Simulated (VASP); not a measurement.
# Si3IrRu (I4mm) in VASP: single point with PBE

Aim: the single point of Si3IrRu with PBE.

Everything below comes from runs of VASP 6.6.1. Logs are shortened: lines on timing, memory, paths and dates and some standing lists are left out, and cuts for length are marked.

## (1) The cell of the first run

Symmetry: I4mm, No. 107, tetragonal system. Conventional cell: a = 3.920 Å, b = 3.920 Å, c = 10.397 Å, α = 90.00°, β = 90.00°, γ = 90.00°. Within 3.1 Å of Si (site symmetry 2mm) lie 2 Ir at 2.36 Å and 2 Ru at 2.48 Å and 6 Si at 2.51 to 2.77 Å. Si (site symmetry 4mm) has 1 Ir at 2.32 Å and 4 Si at 2.51 Å and 4 Ru at 2.77 Å within 3.1 Å. Ru (site symmetry 4mm) has 8 Si at 2.48 to 2.77 Å and 1 Ir at 2.83 Å within 3.3 Å. Ir (site symmetry 4mm) has 5 Si at 2.32 to 2.36 Å and 1 Ru at 2.83 Å within 3.1 Å.

## (2) Single point, PBE

The input, INCAR:

```
SYSTEM = Si3IrRu
PREC = Accurate
ENCUT = 500
EDIFF = 1E-6
ISMEAR = 0
SIGMA = 0.2
LREAL = .FALSE.
LASPH = .TRUE.
NELM = 120
ALGO = Normal
ISIF = 2
LWAVE = .FALSE.
LCHARG = .FALSE.
GGA = PE
NBANDS = 26
GGA_COMPAT = .FALSE.
```

The input, KPOINTS:

```
Automatic mesh
0
G
  6 6 6
  0 0 0
```

The input, POSCAR:

```
Si3IrRu
1.0
   -1.9602201532      1.9602201532      5.1982829615
    1.9602201532     -1.9602201532      5.1982829615
    1.9602201532      1.9602201532     -5.1982829615
Si Ru Ir
3 1 1
Direct
    0.2817112440      0.7817112440      0.5000000000
    0.7817112440      0.2817112440      0.5000000000
    0.4328613439      0.4328613439      0.0000000000
   -0.0718481961     -0.0718481961      0.0000000000
    0.6555643641      0.6555643641      0.0000000000
```

Potentials or basis: VASP PAW PBE potentials, release 64 (Si, Ru_pv, Ir).

On the command line:

```
> cat potpaw_PBE.64/Si/POTCAR potpaw_PBE.64/Ru_pv/POTCAR potpaw_PBE.64/Ir/POTCAR > POTCAR
> mpirun -np 1 vasp_std > vasp.out
```

OUTCAR:

```text
SYSTEM = Si3IrRu
   PREC = Accurate
   ENCUT = 500
   EDIFF = 1E-6
   ISMEAR = 0
   LREAL = .FALSE.
   LASPH = .TRUE.
   NELM = 120
   ISIF = 2
   GGA = PE

 ion  position               nearest neighbor table
   1  0.282  0.782  0.500-   5 2.36   5 2.36   4 2.48   4 2.48   3 2.51   3 2.51   2 2.77   2 2.77
                             2 2.77   2 2.77
   2  0.782  0.282  0.500-   5 2.36   5 2.36   4 2.48   4 2.48   3 2.51   3 2.51   1 2.77   1 2.77
                             1 2.77   1 2.77
   3  0.433  0.433  0.000-   5 2.32   2 2.51   1 2.51   1 2.51   2 2.51   4 2.77   4 2.77   4 2.77
                             4 2.77
   4  0.928  0.928  0.000-   1 2.48   2 2.48   2 2.48   1 2.48   3 2.77   3 2.77   3 2.77   3 2.77
                             5 2.83
   5  0.656  0.656  0.000-   3 2.32   2 2.36   1 2.36   1 2.36   2 2.36   4 2.83

  LATTYP: Found a body centered tetragonal cell.
 ALAT       =     3.9204403064
 C/A-ratio  =     2.6518873163

  Lattice vectors:

 A1 = (  -1.9602201532,   1.9602201532,   5.1982829615)
 A2 = (   1.9602201532,  -1.9602201532,   5.1982829615)
 A3 = (   1.9602201532,   1.9602201532,  -5.1982829615)

Analysis of symmetry for initial positions (statically):
=====================================================================
 Subroutine PRICEL returns:
 Original cell was already a primitive cell.

 Routine SETGRP: Setting up the symmetry group for a
 body centered tetragonal supercell.

 Subroutine GETGRP returns: Found  8 space group operations
 (whereof  8 operations were pure point group operations)
 out of a pool of 16 trial point group operations.

The static configuration has the point symmetry C_4v.

Analysis of symmetry for dynamics (positions and initial velocities):
=====================================================================
 Subroutine PRICEL returns:
 Original cell was already a primitive cell.

 Routine SETGRP: Setting up the symmetry group for a
 body centered tetragonal supercell.

 Subroutine GETGRP returns: Found  8 space group operations
 (whereof  8 operations were pure point group operations)
 out of a pool of 16 trial point group operations.

The dynamic configuration has the point symmetry C_4v.

 Subroutine INISYM returns: Found  8 space group operations
 (whereof  8 operations are pure point group operations),
 and found     1 'primitive' translations

----------------------------------------------------------------------------------------

                                     Primitive cell

  volume of cell :      79.8968

  direct lattice vectors                    reciprocal lattice vectors
    -1.960220153  1.960220153  5.198282962     0.000000000  0.255073390  0.096185607
     1.960220153 -1.960220153  5.198282962     0.255073390  0.000000000  0.096185607
     1.960220153  1.960220153 -5.198282962     0.255073390  0.255073390  0.000000000

  length of vectors
     5.891270818  5.891270818  5.891270818     0.272606136  0.272606136  0.360728248

  position of ions in fractional coordinates (direct lattice)
     0.281711244  0.781711244  0.500000000
     0.781711244  0.281711244  0.500000000
     0.432861344  0.432861344  0.000000000
     0.928151804  0.928151804  0.000000000
     0.655564364  0.655564364  0.000000000

  ion indices of the primitive-cell ions
   primitive index   ion index
                 1           1
                 2           2
                 3           3
                 4           4
                 5           5

----------------------------------------------------------------------------------------

 KPOINTS: Automatic mesh

Automatic generation of k-mesh.
 Grid dimensions read from file:
 generate k-points for:    6    6    6

 Generating k-lattice:

  Cartesian coordinates                     Fractional coordinates (reciprocal lattice)
     0.000000000  0.042512232  0.016030934     0.166666667  0.000000000 -0.000000000
     0.042512232  0.000000000  0.016030934     0.000000000  0.166666667 -0.000000000
     0.042512232  0.042512232  0.000000000     0.000000000  0.000000000  0.166666667

  Length of vectors
     0.045434356  0.045434356  0.060121375

  Shift w.r.t. Gamma in fractional coordinates (k-lattice)
     0.000000000  0.000000000  0.000000000

 Subroutine IBZKPT returns following result:
 ===========================================

 Found     30 irreducible k-points:

 Following reciprocal coordinates:
            Coordinates               Weight
  0.000000  0.000000  0.000000      1.000000
  0.166667  0.000000 -0.000000      8.000000
  0.333333  0.000000 -0.000000      8.000000
  0.500000  0.000000  0.000000      4.000000
  0.166667  0.166667  0.000000      8.000000
  0.333333  0.166667 -0.000000     16.000000
[... 16 lines left out ...]
 -0.333333 -0.333333  0.166667      8.000000
 -0.166667 -0.333333  0.166667      8.000000
 [... further k-points ...]
   k-points           NKPTS =     30   k-points in BZ     NKDIM =     30   number of bands    NBANDS=     26
   number of dos      NEDOS =    301   number of ions     NIONS =      5
   total plane-waves  NPLWV = 110592
   dimension x,y,z NGX =    48 NGY =   48 NGZ =   48
   dimension x,y,z NGXF=    96 NGYF=   96 NGZF=   96
   ions per type =               3   1   1
   NGX,Y,Z   is equivalent  to a cutoff of  13.55, 13.55, 13.55 a.u.
   NGXF,Y,Z  is equivalent  to a cutoff of  27.09, 27.09, 27.09 a.u.
 SYSTEM =  Si3IrRu
   PREC   = accura    normal or accurate (medium, high low for compatibility)
   ISTART =      0    job   : 0-new  1-cont  2-samecut
   ICHARG =      2    charge: 1-file 2-atom 10-const
   ISPIN  =      1    spin polarized calculation?
   LNONCOLLINEAR =      F non collinear calculations
   LSORBIT =      F    spin-orbit coupling
   LASPH  =      T    aspherical Exc in radial PAW
   ENCUT  =  500.0 eV  36.75 Ry    6.06 a.u.  10.74 10.74 10.74*2*pi/ulx,y,z
   NELM   =    120;   NELMIN=  2; NELMDL= -5     # of ELM steps
   EDIFF  = 0.1E-05   stopping-criterion for ELM
   LREAL  =      F    real-space projection
   EDIFFG = 0.1E-04   stopping-criterion for IOM
   NSW    =      0    number of steps for IOM
   IBRION =     -1    ionic relax: 0-MD 1-quasi-New 2-CG
   NFREE  =      0    steps in history (QN), initial steepest desc. (CG)
   ISIF   =      2    stress and relaxation
   ISYM   =      2    0-nonsym 1-usesym 2-fastsym
   POTIM  = 0.5000    time-step for ionic-motion
   TEBEG  =    0.0;   TEEND  =   0.0 temperature during run
   PSTRESS=    0.0 pullay stress
   NELECT =      35.0000    total number of electrons
   NUPDOWN=      -1.0000    fix difference up-down
   EMIN   =  10.00;   EMAX   =-10.00  energy-range for DOS
   EFERMI =   0.00;   METHOD = LEGACY
   ISMEAR =     0;   SIGMA  =   0.20  broadening in eV -4-tet -1-fermi 0-gaus
   EFERMI_NEDOS =   21; number of points for ismear=-14 and -15
   IALGO  =     38    algorithm
   IMIX   =      4    mixing-type and parameters
     AMIX     =   0.40;   BMIX     =  1.00
     AMIX_MAG =   1.60;   BMIX_MAG =  1.00
  volume/ion in A,a.u.               =      15.98       107.83
  Fermi-wavevector in a.u.,A,eV,Ry     =   1.243334  2.349560 21.032950  1.545878
  Thomas-Fermi vector in A             =   2.377649
   LORBIT       =      0    0 simple, 1 ext, 2 COOP (PROOUT), +10 PAW based schemes
   GGA     = PE    functional components
   LHFCALC =     F    Hartree Fock is set to
   AEXX    =    0.0000 exact exchange contribution
   IVDW    =     0    specifies the selected vdW correction
   LEPSILON=     F    determine dielectric tensor
   LRPA    =     F    only Hartree local field effects (RPA)
 non-spin polarized calculation
 Gauss-broadening in eV      SIGMA  =   0.20
  energy-cutoff  :      500.00
  volume of cell :       79.90
 maximum number of plane-waves:      2054
 NGX is ok and might be reduce to    48
   NGX = 21   NGY = 21   NGZ = 21

 number of electron      35.0000000 magnetization

 Free energy of the ion-electron system (eV)
  ---------------------------------------------------
  ext. energy  EPLUGINS =         0.00000000
  ---------------------------------------------------
  free energy    TOTEN  =       -34.30846492 eV

  energy without entropy =      -34.24213524  energy(sigma->0) =      -34.27530008

 E-fermi :   9.0161     XC(G=0): -11.4265

 val. band max:        8.9907796426   @ k =   0.3333   0.1667   0.1667
 cond. band min:       9.0170526713   @ k =   0.5000   0.1667  -0.0000
 fundamental gap:      0.0262730287
 Fermi energy:         9.0161088436

 k-point     1 :       0.0000    0.0000    0.0000
  band No.  band energies     occupation
      1     -33.6128      2.00000
      2     -33.5578      2.00000
      3     -33.5578      2.00000
      4      -4.3747      2.00000
      5       1.1495      2.00000
      6       2.4286      2.00000
[... 18 lines left out ...]
     25      15.1333      0.00000
     26      15.2085      0.00000

 k-point     2 :       0.1667    0.0000   -0.0000
  band No.  band energies     occupation
      1     -33.6126      2.00000
      2     -33.5605      2.00000
      3     -33.5576      2.00000
      4      -4.0987      2.00000
      5       1.0113      2.00000
      6       1.3743      2.00000
[... 18 lines left out ...]
     25      14.7704      0.00000
     26      15.7040      0.00000

 k-point     3 :       0.3333    0.0000   -0.0000
  band No.  band energies     occupation
      1     -33.6121      2.00000
      2     -33.5659      2.00000
      3     -33.5572      2.00000
      4      -3.3162      2.00000
      5      -0.4610      2.00000
      6       1.5055      2.00000
[... 572 lines left out ...]
 k-point    23 :      -0.3333   -0.3333    0.1667
  band No.  band energies     occupation
      1     -33.6124      2.00000
      2     -33.5603      2.00000
      3     -33.5602      2.00000
      4      -3.6216      2.00000
      5       0.2274      2.00000
      6       0.9936      2.00000
[... 18 lines left out ...]
     25      13.9660      0.00000
     26      15.4078      0.00000

 k-point    24 :      -0.1667   -0.3333    0.1667
  band No.  band energies     occupation
      1     -33.6126      2.00000
      2     -33.5605      2.00000
      3     -33.5576      2.00000
      4      -3.9548      2.00000
      5       0.3908      2.00000
      6       1.3103      2.00000
[... 18 lines left out ...]
     25      14.3090      0.00000
     26      15.4952      0.00000

 [... further k-points ...]

------------------------ aborting loop because EDIFF is reached ----------------------------------------

  FORCE on cell =-STRESS in cart. coord.  units (eV):
  Direction    XX          YY          ZZ          XY          YZ          ZX
  --------------------------------------------------------------------------------------
  -------------------------------------------------------------------------------------
  Total       -0.0574856     -0.0574856      0.5042244      0.0000000      0.0000000      0.0000000
  in kB       -1.1527631     -1.1527631     10.1112496      0.0000000      0.0000000      0.0000000
  external PRESSURE =       2.6019078 kB  Pullay stress =       0.0000000 kB

 VOLUME and BASIS-vectors are now :
 -----------------------------------------------------------------------------
  energy-cutoff  :      500.00
  volume of cell :       79.90
      direct lattice vectors                 reciprocal lattice vectors
    -1.960220153  1.960220153  5.198282962     0.000000000  0.255073390  0.096185607
     1.960220153 -1.960220153  5.198282962     0.255073390  0.000000000  0.096185607
     1.960220153  1.960220153 -5.198282962     0.255073390  0.255073390  0.000000000

 POSITION                                       TOTAL-FORCE (eV/Angst)
 -----------------------------------------------------------------------------------
      1.96022      0.00000      2.92883         0.000000      0.000000      0.014344
      0.00000      1.96022      2.92883        -0.000000     -0.000000      0.014344
      0.00000      0.00000      4.50027        -0.000000     -0.000000     -0.010172
      0.00000      0.00000      9.64959        -0.000000     -0.000000      0.015945
      0.00000      0.00000      6.81562         0.000000      0.000000     -0.034461
 -----------------------------------------------------------------------------------
    total drift:                               -0.000000     -0.000000      0.000218

  FREE ENERGIE OF THE ION-ELECTRON SYSTEM (eV)
  ---------------------------------------------------
  free  energy   TOTEN  =       -34.3084649216 eV

  energy  without entropy=      -34.2421352444  energy(sigma->0) =      -34.27530008
```

Wall time 94 s (1 thread of Intel Xeon Platinum 8559C (Emerald Rapids), shared host); peak memory 0.34 GiB.

Results:

```
Free energy            : -34.3085 eV
Pressure               : 0.3 GPa
Largest force          : 0.034 eV/Å
Band gap on the k mesh : zero (an odd number of electrons rules out a gap without spin polarisation)
```

Forces on the atoms (eV/Å):
```
Si   0.000  0.000  0.014
Si   0.000  0.000  0.014
Si   0.000  0.000 -0.010
Ru   0.000  0.000  0.016
Ir   0.000  0.000 -0.034
```

Caveat: spin-orbit coupling is left out, which moves the levels of the heavy elements.

The gap in the log of VASP goes by the Fermi energy; the results here count the filled bands.